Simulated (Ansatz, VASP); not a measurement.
## Two plane-wave programs on MoH5

File INCAR:

```
PREC = Accurate
ENCUT = 910
EDIFF = 1E-7
ISMEAR = 0
SIGMA = 0.1
LREAL = False
LASPH = True
NELM = 120
ALGO = Normal
ISIF = 3
LWAVE = False
LCHARG = False
GGA = PE
IBRION = 2
NSW = 90
EDIFFG = -0.04
GGA_COMPAT = False
NELMIN = 4
```

Contents of KPOINTS:

```
regular mesh
0
Gamma
  6 6 6
```

POSCAR

```
MoH5
1.0
    3.7043419300      0.0000000000      0.0000000000
    0.0000000000      3.7043419300      0.0000000000
    0.0000000000      0.0000000000      2.5270501500
H Mo
5 1
Direct
    0.3701097700      0.5000000000      0.0000000000
    0.6298902300      0.5000000000      0.0000000000
    0.5000000000      0.3701097700      0.0000000000
    0.5000000000      0.6298902300      0.0000000000
    0.0000000000      0.0000000000      0.0000000000
    0.0000000000      0.0000000000      0.5000000000
```

Input for Ansatz:

```yaml
crystal:
  lattice:
    - [3.70434193, 0.0, 0.0]
    - [0.0, 3.70434193, 0.0]
    - [0.0, 0.0, 2.52705015]
  atoms:
    - { symbol: H, position: [0.37010977, 0.5, 0.0] }
    - { symbol: H, position: [0.62989023, 0.5, 0.0] }
    - { symbol: H, position: [0.5, 0.37010977, 0.0] }
    - { symbol: H, position: [0.5, 0.62989023, 0.0] }
    - { symbol: H, position: [0.0, 0.0, 0.0] }
    - { symbol: Mo, position: [0.0, 0.0, 0.5] }
basis:
  ecutwfc: 420
kpoints:
  mp_grid: { grid: [6, 6, 6] }
hamiltonian:
  xc: pbe
scf:
  occupations: { method: gaussian, width: 0.1 }
  lower_state_search: "off"
output:
  forces: true
  stress: true
  eigenvalues: true
relax:
  adjacent_minimum: "off"
  f_tol: 0.04
  max_steps: 70
  cell: { stress_tol: 0.4 }
```

Alike in both runs: task relaxation of cell and atoms; functional PBE; k mesh 6 × 6 × 6; occupations gaussian, width 0.1 eV; no spin polarisation.

```csv
,VASP,Ansatz
version,VASP 6.6.1,Ansatz 0.2.0
potentials or method,"VASP PAW PBE potentials, release 64 (H_h, Mo_sv), cutoff 910 eV","scalar-relativistic, plane waves, PAW"
valence electrons in the cell,19,19
```

```csv
,VASP,Ansatz,Ansatz less VASP
"gap on the k mesh at the Fermi level, each at its own relaxed structure (eV)",none,none,-
relaxed volume (Å³/atom),6.03,5.50,-0.524
relaxed cell length with the largest relative difference (Å),3.289,3.167,-0.1221
```

A gap of «none» marks a metal or a gap that the smearing closes. One of these differences is far larger than is usual between the two programs; its cause wasn't traced.

The k mesh is coarse, so the values compare programs but aren't converged.
